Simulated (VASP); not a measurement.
# BaTiO3 (Pm-3m) in VASP: single point with PBEsol

Aim: the single point of BaTiO3 with PBEsol.

All numbers are computed with VASP 6.6.1; they aren't measurements. Logs are shortened: lines on timing, memory, paths and dates and some standing lists are left out, and cuts for length are marked.

### 1 The cell of the first run

Symmetry: Pm-3m, No. 221, cubic system. The conventional cell has a = 3.970 Å, b = 3.970 Å, c = 3.970 Å, α = 90.00°, β = 90.00°, γ = 90.00°. Ba (site symmetry m-3m) has 12 O at 2.81 Å and 8 Ti at 3.44 Å within 3.7 Å. Within 2.6 Å of Ti (site symmetry m-3m) lie 6 O at 1.99 Å. O (site symmetry 4/mmm) has 2 Ti at 1.99 Å within 2.6 Å.

### 2 Single point, PBEsol

File INCAR:

```
SYSTEM = BaTiO3
PREC = Accurate
ENCUT = 1340
EDIFF = 1E-6
ISMEAR = 0
SIGMA = 0.02
LREAL = .False.
LASPH = .True.
NELM = 120
ALGO = Normal
ISIF = 2
LWAVE = .False.
LCHARG = .False.
GGA = PS
NBANDS = 28
GGA_COMPAT = .False.
```

File KPOINTS:

```
regular mesh
0
Gamma
  4 4 4
  0 0 0
```

File POSCAR:

```
BaTiO3
1.0
    3.9701911479      0.0000000000      0.0000000000
    0.0000000000      3.9701911479      0.0000000000
    0.0000000000      0.0000000000      3.9701911479
Ba Ti O
1 1 3
Direct
    0.0000000000      0.0000000000      0.0000000000
    0.5000000000      0.5000000000      0.5000000000
    0.5000000000      0.5000000000      0.0000000000
    0.0000000000      0.5000000000      0.5000000000
    0.5000000000      0.0000000000      0.5000000000
```

Potentials or basis: VASP PAW PBE potentials, release 64 (Ba_sv, Ti_sv, O_h).

Command:

```console
> cat potpaw_PBE.64/Ba_sv/POTCAR potpaw_PBE.64/Ti_sv/POTCAR potpaw_PBE.64/O_h/POTCAR > POTCAR
> mpirun -np 1 vasp_std > vasp.out
```

OUTCAR:

```text
SYSTEM = BaTiO3
   PREC = Accurate
   ENCUT = 1340
   EDIFF = 1E-6
   ISMEAR = 0
   LREAL = .False.
   LASPH = .True.
   NELM = 120
   ISIF = 2
   GGA = PS

 ion  position               nearest neighbor table
   1  0.000  0.000  0.000-   3 2.81   4 2.81   5 2.81   4 2.81   5 2.81   3 2.81   4 2.81   4 2.81
                             3 2.81   5 2.81   5 2.81   3 2.81   2 3.44   2 3.44   2 3.44   2 3.44
   2  0.500  0.500  0.500-   3 1.99   4 1.99   5 1.99   3 1.99   5 1.99   4 1.99   1 3.44   1 3.44
                             1 3.44   1 3.44   1 3.44   1 3.44   1 3.44   1 3.44
   3  0.500  0.500  0.000-   2 1.99   2 1.99   1 2.81   1 2.81   1 2.81   1 2.81
   4  0.000  0.500  0.500-   2 1.99   2 1.99   1 2.81   1 2.81   1 2.81   1 2.81
   5  0.500  0.000  0.500-   2 1.99   2 1.99   1 2.81   1 2.81   1 2.81   1 2.81

  LATTYP: Found a simple cubic cell.
 ALAT       =     3.9701911479

  Lattice vectors:

 A1 = (   3.9701911479,   0.0000000000,   0.0000000000)
 A2 = (   0.0000000000,   3.9701911479,   0.0000000000)
 A3 = (   0.0000000000,   0.0000000000,   3.9701911479)

Analysis of symmetry for initial positions (statically):
=====================================================================
 Subroutine PRICEL returns:
 Original cell was already a primitive cell.

 Routine SETGRP: Setting up the symmetry group for a
 simple cubic supercell.

 Subroutine GETGRP returns: Found 48 space group operations
 (whereof 48 operations were pure point group operations)
 out of a pool of 48 trial point group operations.

The static configuration has the point symmetry O_h .

Analysis of symmetry for dynamics (positions and initial velocities):
=====================================================================
 Subroutine PRICEL returns:
 Original cell was already a primitive cell.

 Routine SETGRP: Setting up the symmetry group for a
 simple cubic supercell.

 Subroutine GETGRP returns: Found 48 space group operations
 (whereof 48 operations were pure point group operations)
 out of a pool of 48 trial point group operations.

The dynamic configuration has the point symmetry O_h .

 Subroutine INISYM returns: Found 48 space group operations
 (whereof 48 operations are pure point group operations),
 and found     1 'primitive' translations

----------------------------------------------------------------------------------------

                                     Primitive cell

  volume of cell :      62.5798

  direct lattice vectors                    reciprocal lattice vectors
     3.970191148  0.000000000  0.000000000     0.251877041  0.000000000  0.000000000
     0.000000000  3.970191148  0.000000000     0.000000000  0.251877041  0.000000000
     0.000000000  0.000000000  3.970191148     0.000000000  0.000000000  0.251877041

  length of vectors
     3.970191148  3.970191148  3.970191148     0.251877041  0.251877041  0.251877041

  position of ions in fractional coordinates (direct lattice)
     0.000000000  0.000000000  0.000000000
     0.500000000  0.500000000  0.500000000
     0.500000000  0.500000000  0.000000000
     0.000000000  0.500000000  0.500000000
     0.500000000  0.000000000  0.500000000

  ion indices of the primitive-cell ions
   primitive index   ion index
                 1           1
                 2           2
                 3           3
                 4           4
                 5           5

----------------------------------------------------------------------------------------

 KPOINTS: regular mesh

Automatic generation of k-mesh.
 Grid dimensions read from file:
 generate k-points for:    4    4    4

 Generating k-lattice:

  Cartesian coordinates                     Fractional coordinates (reciprocal lattice)
     0.062969260  0.000000000  0.000000000     0.250000000  0.000000000  0.000000000
     0.000000000  0.062969260  0.000000000     0.000000000  0.250000000  0.000000000
     0.000000000  0.000000000  0.062969260     0.000000000  0.000000000  0.250000000

  Length of vectors
     0.062969260  0.062969260  0.062969260

  Shift w.r.t. Gamma in fractional coordinates (k-lattice)
     0.000000000  0.000000000  0.000000000

 Subroutine IBZKPT returns following result:
 ===========================================

 Found     10 irreducible k-points:

 Following reciprocal coordinates:
            Coordinates               Weight
  0.000000  0.000000  0.000000      1.000000
  0.250000  0.000000  0.000000      6.000000
  0.500000  0.000000  0.000000      3.000000
  0.250000  0.250000  0.000000     12.000000
  0.500000  0.250000  0.000000     12.000000
  0.500000  0.500000  0.000000      3.000000
  0.250000  0.250000  0.250000      8.000000
  0.500000  0.250000  0.250000     12.000000
  0.500000  0.500000  0.250000      6.000000
  0.500000  0.500000  0.500000      1.000000
   k-points           NKPTS =     10   k-points in BZ     NKDIM =     10   number of bands    NBANDS=     28
   number of dos      NEDOS =    301   number of ions     NIONS =      5
   total plane-waves  NPLWV = 110592
   dimension x,y,z NGX =    48 NGY =   48 NGZ =   48
   dimension x,y,z NGXF=    96 NGYF=   96 NGZF=   96
   ions per type =               1   1   3
   NGX,Y,Z   is equivalent  to a cutoff of  20.10, 20.10, 20.10 a.u.
   NGXF,Y,Z  is equivalent  to a cutoff of  40.20, 40.20, 40.20 a.u.
 SYSTEM =  BaTiO3
   PREC   = accura    normal or accurate (medium, high low for compatibility)
   ISTART =      0    job   : 0-new  1-cont  2-samecut
   ICHARG =      2    charge: 1-file 2-atom 10-const
   ISPIN  =      1    spin polarized calculation?
   LNONCOLLINEAR =      F non collinear calculations
   LSORBIT =      F    spin-orbit coupling
   LASPH  =      T    aspherical Exc in radial PAW
   ENCUT  = 1340.0 eV  98.49 Ry    9.92 a.u.  11.85 11.85 11.85*2*pi/ulx,y,z
   NELM   =    120;   NELMIN=  2; NELMDL= -5     # of ELM steps
   EDIFF  = 0.1E-05   stopping-criterion for ELM
   LREAL  =      F    real-space projection
   EDIFFG = 0.1E-04   stopping-criterion for IOM
   NSW    =      0    number of steps for IOM
   IBRION =     -1    ionic relax: 0-MD 1-quasi-New 2-CG
   NFREE  =      0    steps in history (QN), initial steepest desc. (CG)
   ISIF   =      2    stress and relaxation
   ISYM   =      2    0-nonsym 1-usesym 2-fastsym
   POTIM  = 0.5000    time-step for ionic-motion
   TEBEG  =    0.0;   TEEND  =   0.0 temperature during run
   PSTRESS=    0.0 pullay stress
   NELECT =      40.0000    total number of electrons
   NUPDOWN=      -1.0000    fix difference up-down
   EMIN   =  10.00;   EMAX   =-10.00  energy-range for DOS
   EFERMI =   0.00;   METHOD = LEGACY
   ISMEAR =     0;   SIGMA  =   0.02  broadening in eV -4-tet -1-fermi 0-gaus
   EFERMI_NEDOS =   21; number of points for ismear=-14 and -15
   IALGO  =     38    algorithm
   IMIX   =      4    mixing-type and parameters
     AMIX     =   0.40;   BMIX     =  1.00
     AMIX_MAG =   1.60;   BMIX_MAG =  1.00
  volume/ion in A,a.u.               =      12.52        84.46
  Fermi-wavevector in a.u.,A,eV,Ry     =   1.410209  2.664908 27.057753  1.988689
  Thomas-Fermi vector in A             =   2.532186
   LORBIT       =      0    0 simple, 1 ext, 2 COOP (PROOUT), +10 PAW based schemes
   GGA     = PS    functional components
   LHFCALC =     F    Hartree Fock is set to
   AEXX    =    0.0000 exact exchange contribution
   IVDW    =     0    specifies the selected vdW correction
   LEPSILON=     F    determine dielectric tensor
   LRPA    =     F    only Hartree local field effects (RPA)
 non-spin polarized calculation
 Gauss-broadening in eV      SIGMA  =   0.02
  energy-cutoff  :     1340.00
  volume of cell :       62.58
 maximum number of plane-waves:      7012
 NGX is ok and might be reduce to    48
   NGX = 23   NGY = 23   NGZ = 23

 number of electron      40.0000003 magnetization

 Free energy of the ion-electron system (eV)
  ---------------------------------------------------
  ext. energy  EPLUGINS =         0.00000000
  ---------------------------------------------------
  free energy    TOTEN  =       -41.98237601 eV

  energy without entropy =      -41.98237601  energy(sigma->0) =      -41.98237601

 E-fermi :   4.3507     XC(G=0): -11.6508

 val. band max:        4.2498374271   @ k =   0.5000   0.5000   0.5000
 cond. band min:       5.9802110109   @ k =   0.0000   0.0000   0.0000
 fundamental gap:      1.7303735838
 Fermi energy:         4.3507254764

 k-point     1 :       0.0000    0.0000    0.0000
  band No.  band energies     occupation
      1     -52.0408      2.00000
      2     -28.3775      2.00000
      3     -28.3775      2.00000
      4     -28.3775      2.00000
      5     -20.4557      2.00000
      6     -12.6170      2.00000
[... 20 lines left out ...]
     27       9.1919      0.00000
     28      11.7089      0.00000

 k-point     2 :       0.2500    0.0000    0.0000
  band No.  band energies     occupation
      1     -52.0402      2.00000
      2     -28.4078      2.00000
      3     -28.3763      2.00000
      4     -28.3763      2.00000
      5     -20.3865      2.00000
      6     -12.7153      2.00000
[... 20 lines left out ...]
     27      10.3693      0.00000
     28      12.6868      0.00000

 k-point     3 :       0.5000    0.0000    0.0000
  band No.  band energies     occupation
      1     -52.0396      2.00000
      2     -28.4378      2.00000
      3     -28.3751      2.00000
      4     -28.3751      2.00000
      5     -20.3149      2.00000
      6     -12.9034      2.00000
[... 20 lines left out ...]
     27      11.8875      0.00000
     28      12.4858      0.00000

 k-point     4 :       0.2500    0.2500    0.0000
  band No.  band energies     occupation
      1     -52.0396      2.00000
      2     -28.4067      2.00000
      3     -28.4056      2.00000
      4     -28.3751      2.00000
      5     -20.3298      2.00000
      6     -12.6066      2.00000
[... 144 lines left out ...]
     27      12.6121      0.00000
     28      12.6203      0.00000

 k-point     9 :       0.5000    0.5000    0.2500
  band No.  band energies     occupation
      1     -52.0379      2.00000
      2     -28.4321      2.00000
      3     -28.4321      2.00000
      4     -28.4019      2.00000
      5     -20.1894      2.00000
      6     -11.9774      2.00000
[... 20 lines left out ...]
     27      12.3895      0.00000
     28      12.3895      0.00000

 k-point    10 :       0.5000    0.5000    0.5000
  band No.  band energies     occupation
      1     -52.0373      2.00000
      2     -28.4306      2.00000
      3     -28.4306      2.00000
      4     -28.4306      2.00000
      5     -20.1508      2.00000
      6     -11.6585      2.00000
[... 20 lines left out ...]
     27      12.2262      0.00000
     28      12.2262      0.00000

------------------------ aborting loop because EDIFF is reached ----------------------------------------

  FORCE on cell =-STRESS in cart. coord.  units (eV):
  Direction    XX          YY          ZZ          XY          YZ          ZX
  --------------------------------------------------------------------------------------
  -------------------------------------------------------------------------------------
  Total        0.7432823      0.7432823      0.7432823      0.0000000     -0.0000000      0.0000000
  in kB       19.0296196     19.0296196     19.0296196      0.0000000     -0.0000000      0.0000000
  external PRESSURE =      19.0296196 kB  Pullay stress =       0.0000000 kB

 VOLUME and BASIS-vectors are now :
 -----------------------------------------------------------------------------
  energy-cutoff  :     1340.00
  volume of cell :       62.58
      direct lattice vectors                 reciprocal lattice vectors
     3.970191148  0.000000000  0.000000000     0.251877041  0.000000000  0.000000000
     0.000000000  3.970191148  0.000000000     0.000000000  0.251877041  0.000000000
     0.000000000  0.000000000  3.970191148     0.000000000  0.000000000  0.251877041

 POSITION                                       TOTAL-FORCE (eV/Angst)
 -----------------------------------------------------------------------------------
      0.00000      0.00000      0.00000         0.000000      0.000000      0.000000
      1.98510      1.98510      1.98510         0.000000      0.000000      0.000000
      1.98510      1.98510      0.00000         0.000000      0.000000      0.000000
      0.00000      1.98510      1.98510         0.000000      0.000000      0.000000
      1.98510      0.00000      1.98510         0.000000      0.000000      0.000000
 -----------------------------------------------------------------------------------
    total drift:                                0.000000     -0.000000     -0.000000

  FREE ENERGIE OF THE ION-ELECTRON SYSTEM (eV)
  ---------------------------------------------------
  free  energy   TOTEN  =       -41.9823760137 eV

  energy  without entropy=      -41.9823760137  energy(sigma->0) =      -41.98237601
```

Run time: 64 s. Hardware: 1 thread of Intel Xeon Platinum 8375C at 2.90GHz (Ice Lake), shared host; peak memory 0.37 GiB.

Results:

```
Free energy            : -41.9824 eV
Pressure               : 1.9 GPa
Band gap on the k mesh : 1.73 eV (least direct gap 1.85 eV)
```

Levels at points of the mesh, in eV from the valence-band top:
| k point | band 16 | band 17 | band 18 | band 19 | band 20 | band 21 | band 22 | band 23 | band 24 | band 25 |
| --- | --- | --- | --- | --- | --- | --- | --- | --- | --- | --- |
| (0.00, 0.00, 0.00) | -1.15 | -1.15 | -0.12 | -0.12 | -0.12 | 1.73 | 1.73 | 1.73 | 4.09 | 4.09 |
| (0.50, 0.00, 0.00) | -2.03 | -1.89 | -1.89 | -0.72 | -0.72 | 1.91 | 3.60 | 3.60 | 4.10 | 6.18 |
| (0.50, 0.50, 0.00) | -2.83 | -1.73 | -0.86 | -0.86 | -0.10 | 3.61 | 3.61 | 4.02 | 4.97 | 7.91 |
| (0.50, 0.50, 0.50) | -2.41 | -2.41 | 0.00 | 0.00 | 0.00 | 4.31 | 4.31 | 4.31 | 6.74 | 6.74 |

Caveat: the PAW data sets were made with another functional, which shifts forces and pressure a little; spin-orbit coupling is left out, which moves the levels of the heavy elements. A k mesh can miss the band edges.
